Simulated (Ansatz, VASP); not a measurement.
# One calculation of Lu, two programs

```xyz
2
Lattice="3.5561 0.0000 0.0000 -1.7780 3.0797 0.0000 0.0000 0.0000 5.6399" Properties=species:S:1:pos:R:3 pbc="T T T"
Lu    0.0000    2.0531    1.4100
Lu    1.7780    1.0266    4.2299
```

Change from the starting cell: volume scaled by 1.04.

Alike in both runs: task single point; functional PBEsol; k mesh 13 × 13 × 8; occupations fermi-dirac, width 0.03 eV; no spin polarisation.

|  | VASP | Ansatz |
| --- | --- | --- |
| version | VASP 6.6.1 | Ansatz 0.2.0 |
| potentials or method | VASP PAW PBE potentials, release 64 (Lu), cutoff 520 eV | all-electron LAPW, scalar-relativistic |

|  | VASP | Ansatz | Ansatz less VASP |
| --- | --- | --- | --- |
| pressure (GPa) | -4.7 | -4.8 | -0.09 |
| traceless stress, the component that is largest in VASP (GPa) | -0.68 | -0.68 | +0.003 |

VASP's potentials were made for PBE, not for PBEsol. Ansatz ran all-electron here, and VASP with PAW potentials.

Neither program's run includes spin-orbit coupling.
